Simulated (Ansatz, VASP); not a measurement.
Ti2O: VASP beside Ansatz

File INCAR:

```
SYSTEM = Ti2O
PREC = Accurate ; ENCUT = 600
EDIFF = 1E-6 ; ISMEAR = 0
SIGMA = 0.1 ; LREAL = .False.
LASPH = .True. ; NELM = 100
ALGO = Normal ; ISIF = 3
LWAVE = .False. ; LCHARG = .False.
GGA = PS ; IBRION = 2
NSW = 80 ; EDIFFG = -0.05
```

Contents of KPOINTS:

```
Automatic mesh
0
Gamma
  6 6 2
  0 0 0
```

The input POSCAR:

```
Ti2O
1.0
    2.9931942340      0.0000000000      0.0000000000
   -1.4965971170      2.5921822451      0.0000000000
    0.0000000000      0.0000000000     10.4326908261
Ti O
4 2
Direct
    0.6666666667      0.3333333333      0.8986176343
    0.3333333333      0.6666666667      0.3986176343
    0.6666666667      0.3333333333      0.6013823657
    0.3333333333      0.6666666667      0.1013823657
    0.0000000000      0.0000000000      0.7500000000
    0.0000000000      0.0000000000      0.2500000000
```

Input for Ansatz:

```yaml
crystal:
  lattice:
    - [2.993194234, 0.0, 0.0]
    - [-1.496597117, 2.5921822451, 0.0]
    - [0.0, 0.0, 10.4326908261]
  atoms:
    - { symbol: Ti, position: [0.6666666667, 0.3333333333, 0.8986176343] }
    - { symbol: Ti, position: [0.3333333333, 0.6666666667, 0.3986176343] }
    - { symbol: Ti, position: [0.6666666667, 0.3333333333, 0.6013823657] }
    - { symbol: Ti, position: [0.3333333333, 0.6666666667, 0.1013823657] }
    - { symbol: O, position: [0.0, 0.0, 0.75] }
    - { symbol: O, position: [0.0, 0.0, 0.25] }
basis:
  ecutwfc: 420
kpoints:
  mp_grid: { grid: [6, 6, 2] }
hamiltonian:
  xc: pbesol
scf:
  occupations: { method: gaussian, width: 0.1 }
output:
  forces: true
  stress: true
  eigenvalues: true
relax:
  adjacent_minimum: "off"
  f_tol: 0.05
  max_steps: 60
  cell: { stress_tol: 0.5 }
```

Alike in both runs: task relaxation of cell and atoms; functional PBEsol; k mesh 6 × 6 × 2; occupations gaussian, width 0.1 eV; no spin polarisation.

|  | VASP | Ansatz |
| --- | --- | --- |
| version | VASP 6.6.1 | Ansatz 0.2.0 |
| potentials or method | VASP PAW PBE potentials, release 64 (Ti_sv, O), cutoff 600 eV | scalar-relativistic, plane waves, PAW |
| valence electrons in the cell | 60 | 60 |

Ansatz gave:

```
gap on the k mesh at the Fermi level, each at its own relaxed structure (eV) : none
relaxed volume (Å³/atom)                                                     : 11.98
relaxed cell length with the largest relative difference (Å)                 : 9.940
```

Which values does VASP return?

gap on the k mesh at the Fermi level, each at its own relaxed structure (eV): none; relaxed volume (Å³/atom): 11.97; relaxed cell length with the largest relative difference (Å): 9.930.

VASP's potentials were made for PBE, not for PBEsol. A gap of «none» marks a metal or a gap that the smearing closes.

The k mesh is coarse, so the values compare programs but aren't converged.
